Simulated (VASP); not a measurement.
# Sb (P6_3/mmc) in VASP: notebook, part 2 of 3

VASP 6.6.1.

## Step 5: Single point, PBEsol (volume scaled by 1.08)

Input file INCAR:

```
PREC = Accurate
ENCUT = 520
EDIFF = 1E-7
ISMEAR = -1
SIGMA = 0.1
LREAL = False
LASPH = True
NELM = 80
ALGO = Normal
ISIF = 2
LWAVE = False
LCHARG = False
GGA = PS
NBANDS = 18
```

Input file KPOINTS:

```
Automatic mesh
0
Gamma
  12 12 4
```

Input file POSCAR:

```
Sb
1.0
    3.3770952393      0.0000000000      0.0000000000
   -1.6885476197      2.9246502682      0.0000000000
    0.0000000000      0.0000000000     11.4288888760
Sb
4
Direct
    0.0000000000      1.0000000000      0.0000000000
    0.0000000000      1.0000000000      0.5000000000
    0.3333333333      0.6666666667      0.2500000000
    0.6666666667      0.3333333333      0.7500000000
```

Potentials or basis: VASP PAW PBE potentials, release 64 (Sb).

Command:

```
> cat potpaw_PBE.64/Sb/POTCAR > POTCAR
> mpirun -np 1 vasp_std > vasp.out
```

OUTCAR:

```text
PREC = Accurate
   ENCUT = 520
   EDIFF = 1E-7
   ISMEAR = -1
   LREAL = False
   LASPH = True
   NELM = 80
   ISIF = 2
   GGA = PS

 ion  position               nearest neighbor table
   1  0.000  0.000  0.000-   3 3.46   4 3.46   3 3.46   4 3.46   4 3.46   3 3.46
   2  0.000  0.000  0.500-   3 3.46   4 3.46   3 3.46   4 3.46   4 3.46   3 3.46
   3  0.333  0.667  0.250-   1 3.46   2 3.46   1 3.46   2 3.46   1 3.46   2 3.46
   4  0.667  0.333  0.750-   1 3.46   2 3.46   1 3.46   2 3.46   1 3.46   2 3.46

  LATTYP: Found a hexagonal cell.
 ALAT       =     3.3770952393
 C/A-ratio  =     3.3842364713

  Lattice vectors:

 A1 = (   3.3770952393,   0.0000000000,   0.0000000000)
 A2 = (  -1.6885476197,   2.9246502682,   0.0000000000)
 A3 = (   0.0000000000,   0.0000000000,  11.4288888760)

Analysis of symmetry for initial positions (statically):
=====================================================================
 Subroutine PRICEL returns:
 Original cell was already a primitive cell.

 Routine SETGRP: Setting up the symmetry group for a
 hexagonal supercell.

 Subroutine GETGRP returns: Found 24 space group operations
 (whereof 12 operations were pure point group operations)
 out of a pool of 24 trial point group operations.

The static configuration has the point symmetry D_3d.
 The point group associated with its full space group is D_6h.

Analysis of symmetry for dynamics (positions and initial velocities):
=====================================================================
 Subroutine PRICEL returns:
 Original cell was already a primitive cell.

 Routine SETGRP: Setting up the symmetry group for a
 hexagonal supercell.

 Subroutine GETGRP returns: Found 24 space group operations
 (whereof 12 operations were pure point group operations)
 out of a pool of 24 trial point group operations.

The dynamic configuration has the point symmetry D_3d.
 The point group associated with its full space group is D_6h.

 Subroutine INISYM returns: Found 24 space group operations
 (whereof 12 operations are pure point group operations),
 and found     1 'primitive' translations

----------------------------------------------------------------------------------------

                                     Primitive cell

  volume of cell :     112.8811

  direct lattice vectors                    reciprocal lattice vectors
     3.377095239  0.000000000  0.000000000     0.296112466  0.170960612  0.000000000
    -1.688547620  2.924650268  0.000000000     0.000000000  0.341921224  0.000000000
     0.000000000  0.000000000 11.428888876     0.000000000  0.000000000  0.087497570

  length of vectors
     3.377095239  3.377095239 11.428888876     0.341921224  0.341921224  0.087497570

  position of ions in fractional coordinates (direct lattice)
     0.000000000  0.000000000  0.000000000
     0.000000000  0.000000000  0.500000000
     0.333333333  0.666666667  0.250000000
     0.666666667  0.333333333  0.750000000

  ion indices of the primitive-cell ions
   primitive index   ion index
                 1           1
                 2           2
                 3           3
                 4           4

[... 26 lines left out ...]
 Following reciprocal coordinates:
            Coordinates               Weight
  0.000000  0.000000  0.000000      1.000000
  0.083333 -0.000000  0.000000      6.000000
  0.166667 -0.000000  0.000000      6.000000
  0.250000 -0.000000  0.000000      6.000000
  0.333333 -0.000000  0.000000      6.000000
  0.416667 -0.000000  0.000000      6.000000
[... 16 lines left out ...]
  0.250000 -0.000000  0.250000     12.000000
  0.333333 -0.000000  0.250000     12.000000
 [... further k-points ...]
   k-points           NKPTS =     57   k-points in BZ     NKDIM =     57   number of bands    NBANDS=     18
   number of dos      NEDOS =    301   number of ions     NIONS =      4
   total plane-waves  NPLWV =  70560
   dimension x,y,z NGX =    28 NGY =   28 NGZ =   90
   dimension x,y,z NGXF=    56 NGYF=   56 NGZF=  180
   ions per type =               4
   NGX,Y,Z   is equivalent  to a cutoff of  13.78, 13.78, 13.09 a.u.
   NGXF,Y,Z  is equivalent  to a cutoff of  27.57, 27.57, 26.18 a.u.
 SYSTEM =  unknown system
   PREC   = accura    normal or accurate (medium, high low for compatibility)
   ISTART =      0    job   : 0-new  1-cont  2-samecut
   ICHARG =      2    charge: 1-file 2-atom 10-const
   ISPIN  =      1    spin polarized calculation?
   LNONCOLLINEAR =      F non collinear calculations
   LSORBIT =      F    spin-orbit coupling
   LASPH  =      T    aspherical Exc in radial PAW
   ENCUT  =  520.0 eV  38.22 Ry    6.18 a.u.   6.28  6.28 21.25*2*pi/ulx,y,z
   NELM   =     80;   NELMIN=  2; NELMDL= -5     # of ELM steps
   EDIFF  = 0.1E-06   stopping-criterion for ELM
   LREAL  =      F    real-space projection
   EDIFFG = 0.1E-05   stopping-criterion for IOM
   NSW    =      0    number of steps for IOM
   IBRION =     -1    ionic relax: 0-MD 1-quasi-New 2-CG
   NFREE  =      0    steps in history (QN), initial steepest desc. (CG)
   ISIF   =      2    stress and relaxation
   ISYM   =      2    0-nonsym 1-usesym 2-fastsym
   POTIM  = 0.5000    time-step for ionic-motion
   TEBEG  =    0.0;   TEEND  =   0.0 temperature during run
   PSTRESS=    0.0 pullay stress
   NELECT =      20.0000    total number of electrons
   NUPDOWN=      -1.0000    fix difference up-down
   EMIN   =  10.00;   EMAX   =-10.00  energy-range for DOS
   EFERMI =   0.00;   METHOD = LEGACY
   ISMEAR =    -1;   SIGMA  =   0.10  broadening in eV -4-tet -1-fermi 0-gaus
   EFERMI_NEDOS =   21; number of points for ismear=-14 and -15
   IALGO  =     38    algorithm
   IMIX   =      4    mixing-type and parameters
     AMIX     =   0.40;   BMIX     =  1.00
     AMIX_MAG =   1.60;   BMIX_MAG =  1.00
  volume/ion in A,a.u.               =      28.22       190.44
  Fermi-wavevector in a.u.,A,eV,Ry     =   0.919484  1.737574 11.503069  0.845452
  Thomas-Fermi vector in A             =   2.044684
   LORBIT       =      0    0 simple, 1 ext, 2 COOP (PROOUT), +10 PAW based schemes
   GGA     = PS    functional components
   LHFCALC =     F    Hartree Fock is set to
   AEXX    =    0.0000 exact exchange contribution
   IVDW    =     0    specifies the selected vdW correction
   LEPSILON=     F    determine dielectric tensor
   LRPA    =     F    only Hartree local field effects (RPA)
 non-spin polarized calculation
  energy-cutoff  :      520.00
  volume of cell :      112.88
 maximum number of plane-waves:      3062
 NGX is ok and might be reduce to    28
   NGX = 13   NGY = 13   NGZ = 43

 number of electron      19.9999999 magnetization

 Free energy of the ion-electron system (eV)
  ---------------------------------------------------
  ext. energy  EPLUGINS =         0.00000000
  ---------------------------------------------------
  free energy    TOTEN  =       -17.24140132 eV

  energy without entropy =      -17.16504268  energy(sigma->0) =      -17.20322200

 E-fermi :   7.7837     XC(G=0): -10.1303

 val. band max:        7.7706097485   @ k =   0.4167   0.0833   0.2500
 cond. band min:       7.8170791686   @ k =   0.1667   0.0833   0.2500
 fundamental gap:      0.0464694200
 Fermi energy:         7.7837258786

 k-point     1 :       0.0000    0.0000    0.0000
  band No.  band energies     occupation
      1      -4.8044      2.00000
      2      -3.7223      2.00000
      3      -3.7101      2.00000
      4      -1.6163      2.00000
      5       2.2030      2.00000
      6       6.5788      1.99999
[... 481 lines left out ...]
      5       4.0288      2.00000
      6       4.5359      2.00000
[... 10 lines left out ...]
     17      12.9930      0.00000
     18      13.2945      0.00000

 [... further k-points ...]

------------------------ aborting loop because EDIFF is reached ----------------------------------------

  FORCE on cell =-STRESS in cart. coord.  units (eV):
  Direction    XX          YY          ZZ          XY          YZ          ZX
  --------------------------------------------------------------------------------------
  -------------------------------------------------------------------------------------
  Total       -2.9452842     -2.9452842     -3.2264274      0.0000000      0.0000000     -0.0000000
  in kB      -41.8038740    -41.8038740    -45.7942785      0.0000000      0.0000000     -0.0000000
  external PRESSURE =     -43.1340088 kB  Pullay stress =       0.0000000 kB

 VOLUME and BASIS-vectors are now :
 -----------------------------------------------------------------------------
  energy-cutoff  :      520.00
  volume of cell :      112.88
      direct lattice vectors                 reciprocal lattice vectors
     3.377095239  0.000000000  0.000000000     0.296112466  0.170960612  0.000000000
    -1.688547620  2.924650268  0.000000000     0.000000000  0.341921224  0.000000000
     0.000000000  0.000000000 11.428888876     0.000000000  0.000000000  0.087497570

 POSITION                                       TOTAL-FORCE (eV/Angst)
 -----------------------------------------------------------------------------------
      0.00000      0.00000      0.00000         0.000000      0.000000     -0.000000
      0.00000      0.00000      5.71444        -0.000000      0.000000     -0.000000
     -0.00000      1.94977      2.85722         0.000000     -0.000000      0.000000
      1.68855      0.97488      8.57167        -0.000000      0.000000      0.000000
 -----------------------------------------------------------------------------------
    total drift:                                0.000000     -0.000000      0.000000

  FREE ENERGIE OF THE ION-ELECTRON SYSTEM (eV)
  ---------------------------------------------------
  free  energy   TOTEN  =       -17.2414013170 eV

  energy  without entropy=      -17.1650426776  energy(sigma->0) =      -17.20322200
```

stdout:

```text
POSCAR found type information on POSCAR Sb
 POSCAR found :  1 types and       4 ions
 scaLAPACK will be used
 -----------------------------------------------------------------------------
|                                                                             |
|                                                                             |
|     You enforced a specific xc type in the INCAR file but a different       |
|     I HOPE YOU KNOW WHAT YOU ARE DOING!                                     |
|                                                                             |
 -----------------------------------------------------------------------------

 LDA part: xc-table for (Slater+PW92), standard interpolation
 POSCAR, INCAR and KPOINTS ok, starting setup
 FFT: planning ... GRIDC
 FFT: planning ... GRID_SOFT
 FFT: planning ... GRID
 WAVECAR not read
 entering main loop
```

It took 94 s on 1 thread of Intel Xeon Platinum 8259CL at 2.50GHz (Skylake/Cascade Lake), shared host; peak memory 0.29 GiB.

What came out:

| Quantity | Value |
| --- | --- |
| Free energy | -17.2414 eV |
| Pressure | -4.3 GPa |
| Band gap on the k mesh | zero (band 10 reaches 12.14 eV, above the bottom of band 11 at 5.32 eV) |

Stress tensor (GPa, compression positive):
```
-4.18  0.00  0.00
 0.00 -4.18  0.00
 0.00  0.00 -4.58
```

Caveat: the PAW data sets were made with another functional, which shifts forces and pressure a little; spin-orbit coupling is left out, which moves the levels of the heavy elements.

[end of part 2 of 3]
